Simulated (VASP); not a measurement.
# Ge2Sb2Te5 (Cm) in VASP: a series of runs

Runs on Ge2Sb2Te5. Level: PBEsol. Tasks: single point.

Program: VASP 6.6.1. These are calculated values, not measurements. Logs are shortened: lines on timing, memory, paths and dates and some standing lists are left out, and cuts for length are marked.

### Step 1. The cell of the first run

It takes space group Cm (No. 8, monoclinic). Conventional cell: a = 7.278 Å, b = 4.202 Å, c = 17.149 Å, α = 90.00°, β = 94.06°, γ = 90.00°. Within 3.7 Å of Ge (site symmetry m) lie 6 Te at 2.81 to 3.17 Å. Ge (site symmetry m) has 6 Te at 2.81 to 3.17 Å within 3.7 Å. Sb (site symmetry m) has 5 Te at 2.73 to 3.14 Å within 3.6 Å. Sb (site symmetry m) has 6 Te at 2.99 to 3.14 Å within 3.9 Å. Within 4.5 Å of Te (site symmetry m) lie 6 Sb at 3.14 Å and 10 Te at 3.94 to 4.46 Å. Within 3.9 Å of Te (site symmetry m) lie 3 Sb at 2.99 Å and 3 Ge at 3.17 Å. Within 3.6 Å of Te (site symmetry m) lie 2 Sb at 2.73 Å and 3 Ge at 3.17 Å. Te (site symmetry m) has 3 Ge at 2.81 Å and 3 Te at 3.64 Å within 3.7 Å.

### Step 2. Single point, PBEsol

The input, INCAR:

```
SYSTEM = Ge2Sb2Te5
PREC     = Accurate       ! precision mode
ENCUT    = 520            ! plane-wave cutoff, eV
EDIFF    = 1E-6           ! SCF threshold, eV
ISMEAR   = 0              ! smearing method
SIGMA    = 0.15           ! smearing width, eV
LREAL    = .False.        ! projectors in reciprocal space
LASPH    = .True.         ! aspherical terms in the spheres
NELM     = 100            ! most SCF steps
ALGO     = Fast           ! electronic algorithm
ISIF     = 2              ! what is computed and relaxed
LWAVE    = .False.        ! write WAVECAR
LCHARG   = .False.        ! write CHGCAR
GGA      = PS             ! functional
NBANDS   = 44             ! bands
```

The input, KPOINTS:

```
regular mesh
0
Gamma
  11 11 3
  0 0 0
```

The input, POSCAR:

```
Ge2Sb2Te5
1.0
   -4.2017346381      0.0000000000      0.0000000000
   -2.1008673191     -3.6388089366      0.0000000000
   -1.0506437463     -0.6065894497     17.1060817248
Ge Sb Te
2 2 5
Direct
    0.9716097237      0.9716097237      0.1703075964
   -0.0823652037     -0.0823652037      0.4940924036
    0.1751526910      0.1751526910      0.9488940753
    0.5473918290      0.5473918290      0.7155059247
   -0.1387277400     -0.1387277400      0.8322000000
    0.2311031806      0.2311031806      0.6132582649
    0.6581413394      0.6581413394      0.0511417351
    0.2911778750      0.2911778750      0.2528821737
    0.5980666450      0.5980666450      0.4115178263
```

Potentials or basis: VASP PAW PBE potentials, release 64 (Ge_d, Sb, Te).

Command:

```sh
cat potpaw_PBE.64/Ge_d/POTCAR potpaw_PBE.64/Sb/POTCAR potpaw_PBE.64/Te/POTCAR > POTCAR
mpirun -np 1 vasp_std > vasp.out
```

OUTCAR:

```text
SYSTEM = Ge2Sb2Te5
   PREC = Accurate
   ENCUT = 520
   EDIFF = 1E-6
   ISMEAR = 0
   LREAL = .False.
   LASPH = .True.
   NELM = 100
   ISIF = 2
   GGA = PS

 ion  position               nearest neighbor table
   1  0.972  0.972  0.170-   8 2.81   8 2.81   8 2.81   7 3.17   7 3.17   7 3.17
   2  0.918  0.918  0.494-   9 2.81   9 2.81   9 2.81   6 3.17   6 3.17   6 3.17
   3  0.175  0.175  0.949-   7 2.73   7 2.73   5 3.14   5 3.14   5 3.14
   4  0.547  0.547  0.716-   6 2.99   6 2.99   6 2.99   5 3.14   5 3.14   5 3.14
   5  0.861  0.861  0.832-   3 3.14   4 3.14   3 3.14   4 3.14   3 3.14   4 3.14
   6  0.231  0.231  0.613-   4 2.99   4 2.99   4 2.99   2 3.17   2 3.17   2 3.17
   7  0.658  0.658  0.051-   3 2.73   3 2.73   1 3.17   1 3.17   1 3.17
   8  0.291  0.291  0.253-   1 2.81   1 2.81   1 2.81   9 3.64   9 3.64   9 3.64
   9  0.598  0.598  0.412-   2 2.81   2 2.81   2 2.81   8 3.64   8 3.64   8 3.64

  LATTYP: Found a base centered monoclinic cell.
 ALAT       =     7.2776178732
 B/A-ratio  =     0.5773502692
 C/A-ratio  =     2.3564094654
 COS(beta)  =    -0.0707432229

  Lattice vectors:

 A1 = (   4.2017346381,   0.0000000000,   0.0000000000)
 A2 = (   2.1008673191,   3.6388089366,   0.0000000000)
 A3 = (  -1.0506437463,  -0.6065894497,  17.1060817248)

Analysis of symmetry for initial positions (statically):
=====================================================================
 Subroutine PRICEL returns:
 Original cell was already a primitive cell.

 Routine SETGRP: Setting up the symmetry group for a
 base centered monoclinic supercell.

 Subroutine GETGRP returns: Found  2 space group operations
 (whereof  2 operations were pure point group operations)
 out of a pool of  4 trial point group operations.

The static configuration has the point symmetry C_1h.

Analysis of symmetry for dynamics (positions and initial velocities):
=====================================================================
 Subroutine PRICEL returns:
 Original cell was already a primitive cell.

 Routine SETGRP: Setting up the symmetry group for a
 base centered monoclinic supercell.

 Subroutine GETGRP returns: Found  2 space group operations
 (whereof  2 operations were pure point group operations)
 out of a pool of  4 trial point group operations.

The dynamic configuration has the point symmetry C_1h.

 Subroutine INISYM returns: Found  2 space group operations
 (whereof  2 operations are pure point group operations),
 and found     1 'primitive' translations

----------------------------------------------------------------------------------------

                                     Primitive cell

  volume of cell :     261.5402

  direct lattice vectors                    reciprocal lattice vectors
    -4.201734638  0.000000000  0.000000000    -0.237996943  0.137407599 -0.009745072
    -2.100867319 -3.638808937  0.000000000     0.000000000 -0.274815198 -0.009745072
    -1.050643746 -0.606589450 17.106081725     0.000000000  0.000000000  0.058458741

  length of vectors
     4.201734638  4.201734638 17.149047642     0.274987927  0.274987927  0.058458741

  position of ions in fractional coordinates (direct lattice)
     0.971609724  0.971609724  0.170307596
     0.917634796  0.917634796  0.494092404
     0.175152691  0.175152691  0.948894075
     0.547391829  0.547391829  0.715505925
     0.861272260  0.861272260  0.832200000
     0.231103181  0.231103181  0.613258265
     0.658141339  0.658141339  0.051141735
     0.291177875  0.291177875  0.252882174
     0.598066645  0.598066645  0.411517826

  ion indices of the primitive-cell ions
   primitive index   ion index
                 1           1
                 2           2
                 3           3
                 4           4
                 5           5
                 6           6
                 7           7
                 8           8
                 9           9

----------------------------------------------------------------------------------------

 KPOINTS: regular mesh

Automatic generation of k-mesh.
 Grid dimensions read from file:
 generate k-points for:   11   11    3

 Generating k-lattice:

  Cartesian coordinates                     Fractional coordinates (reciprocal lattice)
    -0.021636086  0.012491600 -0.000885916     0.090909091  0.000000000  0.000000000
     0.000000000 -0.024983200 -0.000885916     0.000000000  0.090909091  0.000000000
     0.000000000  0.000000000  0.019486247     0.000000000  0.000000000  0.333333333

  Length of vectors
     0.024998902  0.024998902  0.019486247

  Shift w.r.t. Gamma in fractional coordinates (k-lattice)
     0.000000000  0.000000000  0.000000000

 Subroutine IBZKPT returns following result:
 ===========================================

 Found    102 irreducible k-points:

 Following reciprocal coordinates:
            Coordinates               Weight
  0.000000  0.000000  0.000000      1.000000
  0.090909  0.000000 -0.000000      4.000000
  0.181818  0.000000 -0.000000      4.000000
  0.272727  0.000000 -0.000000      4.000000
  0.363636  0.000000 -0.000000      4.000000
  0.454545  0.000000 -0.000000      4.000000
[... 16 lines left out ...]
 -0.272727  0.181818  0.000000      4.000000
 -0.181818  0.181818  0.000000      2.000000
 [... further k-points ...]
   k-points           NKPTS =    102   k-points in BZ     NKDIM =    102   number of bands    NBANDS=     44
   number of dos      NEDOS =    301   number of ions     NIONS =      9
   total plane-waves  NPLWV = 131072
   dimension x,y,z NGX =    32 NGY =   32 NGZ =  128
   dimension x,y,z NGXF=    64 NGYF=   64 NGZF=  256
   ions per type =               2   2   5
   NGX,Y,Z   is equivalent  to a cutoff of  12.66, 12.66, 12.41 a.u.
   NGXF,Y,Z  is equivalent  to a cutoff of  25.32, 25.32, 24.82 a.u.
 SYSTEM =  Ge2Sb2Te5
   PREC   = accura    normal or accurate (medium, high low for compatibility)
   ISTART =      0    job   : 0-new  1-cont  2-samecut
   ICHARG =      2    charge: 1-file 2-atom 10-const
   ISPIN  =      1    spin polarized calculation?
   LNONCOLLINEAR =      F non collinear calculations
   LSORBIT =      F    spin-orbit coupling
   LASPH  =      T    aspherical Exc in radial PAW
   ENCUT  =  520.0 eV  38.22 Ry    6.18 a.u.   7.81  7.81 31.89*2*pi/ulx,y,z
   NELM   =    100;   NELMIN=  2; NELMDL= -5     # of ELM steps
   EDIFF  = 0.1E-05   stopping-criterion for ELM
   LREAL  =      F    real-space projection
   EDIFFG = 0.1E-04   stopping-criterion for IOM
   NSW    =      0    number of steps for IOM
   IBRION =     -1    ionic relax: 0-MD 1-quasi-New 2-CG
   NFREE  =      0    steps in history (QN), initial steepest desc. (CG)
   ISIF   =      2    stress and relaxation
   ISYM   =      2    0-nonsym 1-usesym 2-fastsym
   POTIM  = 0.5000    time-step for ionic-motion
   TEBEG  =    0.0;   TEEND  =   0.0 temperature during run
   PSTRESS=    0.0 pullay stress
   NELECT =      68.0000    total number of electrons
   NUPDOWN=      -1.0000    fix difference up-down
   EMIN   =  10.00;   EMAX   =-10.00  energy-range for DOS
   EFERMI =   0.00;   METHOD = LEGACY
   ISMEAR =     0;   SIGMA  =   0.15  broadening in eV -4-tet -1-fermi 0-gaus
   EFERMI_NEDOS =   21; number of points for ismear=-14 and -15
   IALGO  =     68    algorithm
   IMIX   =      4    mixing-type and parameters
     AMIX     =   0.40;   BMIX     =  1.00
     AMIX_MAG =   1.60;   BMIX_MAG =  1.00
  volume/ion in A,a.u.               =      29.06       196.11
  Fermi-wavevector in a.u.,A,eV,Ry     =   1.044877  1.974530 14.854393  1.091767
  Thomas-Fermi vector in A             =   2.179648
   LORBIT       =      0    0 simple, 1 ext, 2 COOP (PROOUT), +10 PAW based schemes
   GGA     = PS    functional components
   LHFCALC =     F    Hartree Fock is set to
   AEXX    =    0.0000 exact exchange contribution
   IVDW    =     0    specifies the selected vdW correction
   LEPSILON=     F    determine dielectric tensor
   LRPA    =     F    only Hartree local field effects (RPA)
 non-spin polarized calculation
 RMM-DIIS sequential band-by-band and
 Gauss-broadening in eV      SIGMA  =   0.15
  energy-cutoff  :      520.00
  volume of cell :      261.54
 maximum number of plane-waves:      7072
   NGX = 15   NGY = 15   NGZ = 63

 number of electron      68.0000017 magnetization

 Free energy of the ion-electron system (eV)
  ---------------------------------------------------
  ext. energy  EPLUGINS =         0.00000000
  ---------------------------------------------------
  free energy    TOTEN  =       -36.72142231 eV

  energy without entropy =      -36.69578492  energy(sigma->0) =      -36.70860361

 E-fermi :   6.5002     XC(G=0):  -9.7520

 val. band max:        6.4804435648   @ k =   0.4545   0.0909  -0.0000
 cond. band min:       6.5042392222   @ k =  -0.2727  -0.0000   0.3333
 fundamental gap:      0.0237956574
 Fermi energy:         6.5001864486

 k-point     1 :       0.0000    0.0000    0.0000
  band No.  band energies     occupation
      1     -18.1517      2.00000
      2     -18.1494      2.00000
      3     -18.1404      2.00000
      4     -18.1386      2.00000
      5     -18.1373      2.00000
      6     -18.1075      2.00000
[... 36 lines left out ...]
     43       8.6575      0.00000
     44       8.8694      0.00000

 k-point     2 :       0.0909    0.0000   -0.0000
  band No.  band energies     occupation
      1     -18.1518      2.00000
      2     -18.1492      2.00000
      3     -18.1404      2.00000
      4     -18.1387      2.00000
      5     -18.1372      2.00000
      6     -18.1074      2.00000
[... 36 lines left out ...]
     43       9.0578      0.00000
     44       9.2580      0.00000

 k-point     3 :       0.1818    0.0000   -0.0000
  band No.  band energies     occupation
      1     -18.1523      2.00000
      2     -18.1489      2.00000
      3     -18.1403      2.00000
      4     -18.1388      2.00000
      5     -18.1368      2.00000
      6     -18.1074      2.00000
[... 36 lines left out ...]
     43       9.4754      0.00000
     44       9.5972      0.00000

 k-point     4 :       0.2727    0.0000   -0.0000
  band No.  band energies     occupation
      1     -18.1531      2.00000
      2     -18.1483      2.00000
      3     -18.1403      2.00000
      4     -18.1389      2.00000
      5     -18.1362      2.00000
      6     -18.1075      2.00000
[... 882 lines left out ...]
     43      10.2048      0.00000
     44      10.4044      0.00000

 k-point    23 :      -0.2727    0.1818    0.0000
  band No.  band energies     occupation
      1     -18.1538      2.00000
      2     -18.1480      2.00000
      3     -18.1399      2.00000
      4     -18.1391      2.00000
      5     -18.1357      2.00000
      6     -18.1072      2.00000
[... 36 lines left out ...]
     43      10.1738      0.00000
     44      10.4318      0.00000

 k-point    24 :      -0.1818    0.1818    0.0000
  band No.  band energies     occupation
      1     -18.1535      2.00000
      2     -18.1481      2.00000
      3     -18.1399      2.00000
      4     -18.1392      2.00000
      5     -18.1361      2.00000
      6     -18.1068      2.00000
[... 36 lines left out ...]
     43      10.1992      0.00000
     44      10.3602      0.00000

 [... further k-points ...]
[... 5 lines left out ...]
  --------------------------------------------------------------------------------------
  -------------------------------------------------------------------------------------
  Total        0.4438797      2.0256771      3.6208349     -1.3698767      0.6406996      1.1097241
  in kB        2.7191769     12.4091599     22.1809883     -8.3917714      3.9248819      6.7980941
  external PRESSURE =      12.4364417 kB  Pullay stress =       0.0000000 kB

 VOLUME and BASIS-vectors are now :
 -----------------------------------------------------------------------------
  energy-cutoff  :      520.00
  volume of cell :      261.54
      direct lattice vectors                 reciprocal lattice vectors
    -4.201734638  0.000000000  0.000000000    -0.237996943  0.137407599 -0.009745072
    -2.100867319 -3.638808937  0.000000000     0.000000000 -0.274815198 -0.009745072
    -1.050643746 -0.606589450 17.106081725     0.000000000  0.000000000  0.058458741

 POSITION                                       TOTAL-FORCE (eV/Angst)
 -----------------------------------------------------------------------------------
     -6.30260     -3.63881      2.91330         0.094287      0.054437     -0.011269
     -6.30260     -3.63881      8.45199        -0.028640     -0.016535      0.049639
     -2.10087     -1.21294     16.23186        -0.106991     -0.061771     -1.362034
     -4.20173     -2.42587     12.23950         0.022632      0.013067      0.276052
     -6.30260     -3.63881     14.23568        -0.111635     -0.064453     -0.413569
     -2.10087     -1.21294     10.49045         0.015364      0.008870     -0.172371
     -4.20173     -2.42587      0.87483         0.188476      0.108817      1.573527
     -2.10087     -1.21294      4.32582        -0.063622     -0.036732      0.104785
     -4.20173     -2.42587      7.03946        -0.009870     -0.005699     -0.044760
 -----------------------------------------------------------------------------------
    total drift:                                0.000597      0.000345     -0.000562

  FREE ENERGIE OF THE ION-ELECTRON SYSTEM (eV)
  ---------------------------------------------------
  free  energy   TOTEN  =       -36.7214223082 eV

  energy  without entropy=      -36.6957849157  energy(sigma->0) =      -36.70860361
```

Run time: 20 min. Hardware: 1 thread of Oxide Virtual Turin-like, shared host; peak memory 1 GiB.

What came out:

```
Free energy            : -36.7214 eV
Pressure               : 1.2 GPa
Largest force          : 1.589 eV/Å
Band gap on the k mesh : zero (bands 34 and 35 overlap by 0.48 eV)
```

Forces in eV/Å, atoms in the order of the input:
```
Ge   0.094  0.054 -0.011
Ge  -0.029 -0.017  0.050
Sb  -0.107 -0.062 -1.362
Sb   0.023  0.013  0.276
Te  -0.112 -0.064 -0.414
Te   0.015  0.009 -0.172
Te   0.188  0.109  1.574
Te  -0.064 -0.037  0.105
Te  -0.010 -0.006 -0.045
```

Caveat: the PAW data sets were made with another functional, which shifts forces and pressure a little; spin-orbit coupling is left out, which moves the levels of the heavy elements.

### Step 3. Single point, PBEsol

The input, INCAR:

```
PREC     = Accurate       # precision mode
ENCUT    = 520            # plane-wave cutoff, eV
EDIFF    = 1E-6           # SCF threshold, eV
ISMEAR   = 0              # smearing method
SIGMA    = 0.15           # smearing width, eV
LREAL    = False          # projectors in reciprocal space
LASPH    = True           # aspherical terms in the spheres
NELM     = 80             # most SCF steps
ALGO     = Fast           # electronic algorithm
ISIF     = 2              # what is computed and relaxed
LWAVE    = False          # write WAVECAR
LCHARG   = False          # write CHGCAR
GGA      = PS             # functional
NBANDS   = 44             # bands
```

The input, KPOINTS:

```
regular mesh
0
Gamma
  11 11 3
```

The input, POSCAR:

```
Ge2Sb2Te5
1.0
   -4.2017346381      0.0000000000      0.0000000000
   -2.1008673191     -3.6388089366      0.0000000000
   -3.1513009786     -1.8194044683     17.1060817248
Ge Sb Te
2 2 5
Direct
    0.9148462018      0.9148462018      0.1703075964
   -0.2470462018     -0.2470462018      0.4940924036
   -0.1411137043     -0.1411137043      0.9488940753
    0.3089137043      0.3089137043      0.7155059247
   -0.4161000000     -0.4161000000      0.8322000000
    0.0267042009      0.0267042009      0.6132582649
    0.6410957991      0.6410957991      0.0511417351
    0.2068922465      0.2068922465      0.2528821737
    0.4609077535      0.4609077535      0.4115178263
```

Potentials or basis: VASP PAW PBE potentials, release 64 (Ge_d, Sb, Te).

Command:

```sh
cat potpaw_PBE.64/Ge_d/POTCAR potpaw_PBE.64/Sb/POTCAR potpaw_PBE.64/Te/POTCAR > POTCAR
mpirun -np 1 vasp_std > vasp.out
```

Wall time 35 min (1 thread of Oxide Virtual Turin-like, shared host); peak memory 1 GiB.

It converged, with:

| Property | Result |
| --- | --- |
| Free energy | -33.2053 eV |
| Pressure | 7.5 GPa |
| Largest force | 16.221 eV/Å |
| Band gap on the k mesh | zero (bands 34 and 35 overlap by 0.43 eV) |

Forces on the atoms (eV/Å):
```
Ge    0.017   0.010   0.183
Ge    0.002   0.001   0.093
Sb   -7.711  -4.452 -12.873
Sb    0.157   0.091   0.366
Te   -0.352  -0.203  -0.821
Te   -0.098  -0.056  -0.205
Te    8.109   4.682  13.246
Te   -0.069  -0.040   0.055
Te   -0.056  -0.032  -0.045
```

Stress tensor (GPa, compression positive):
```
 5.06  2.61  9.16
 2.61  2.05  5.29
 9.16  5.29 15.33
```

Levels at points of the mesh, in eV from the Fermi level:
```tsv
k point	band 32	band 33	band 34	band 35	band 36	band 37
(0.00, 0.00, 0.00)	-1.13	-0.65	-0.16	0.37	0.72	0.84
```

Caveat: the cell stands under pressure; the PAW data sets were made with another functional, which shifts forces and pressure a little; spin-orbit coupling is left out, which moves the levels of the heavy elements.
